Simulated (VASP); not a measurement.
## Sr4HfO: single point with PBE

Crystal: Sr4HfO.

```
Sr Hf O
1.0
     5.84311    0.00000    0.00000
    -2.92156    5.06028    0.00000
     0.00000    0.00000    6.88079
Sr Hf O
4 1 1
Direct
  0.33333 0.66667 0.25567
  0.66667 0.33333 0.25567
  0.66667 0.33333 0.74433
  0.33333 0.66667 0.74433
  0.00000 0.00000 0.50000
  0.00000 0.00000 0.00000
```

The cell was built from a structure type or drawn by symmetry, and may not be a known phase.

```yaml
Program: VASP 6.6.1
Task: single point
Functional: PBE
Potentials_or_basis: VASP PAW PBE potentials, release 64 (Sr_sv, Hf_pv, O)
Cutoff: 520 eV
k_mesh: 6 × 6 × 6
Occupations: gaussian, width 0.1 eV
Spin: no spin polarisation
```

```
Pressure               : 0.0 GPa
Band gap on the k mesh : zero (bands 28 and 29 overlap by 0.50 eV)
```

Levels at points of the mesh, in eV from the Fermi level:
| k point | band 25 | band 26 | band 27 | band 28 | band 29 | band 30 | band 31 | band 32 |
| --- | --- | --- | --- | --- | --- | --- | --- | --- |
| (0.00, 0.00, 0.00) | -0.79 | -0.79 | -0.23 | -0.01 | -0.01 | 0.14 | 0.25 | 0.68 |
| (0.50, 0.00, 0.00) | -1.19 | -1.07 | -0.48 | -0.39 | -0.26 | 0.21 | 0.39 | 0.82 |
| (0.00, 0.00, 0.50) | -1.74 | -0.57 | -0.57 | 0.24 | 0.24 | 0.54 | 0.54 | 1.00 |
| (0.50, 0.00, 0.50) | -1.37 | -0.64 | -0.12 | -0.04 | 0.03 | 0.22 | 0.41 | 0.62 |

It took 2.4 min on 1 thread of Intel(R) Xeon(R) 6975P-C (Granite Rapids) (shared host), peak memory 0.45 GiB.

Caveat: spin-orbit coupling is left out, which moves the levels of the heavy elements.
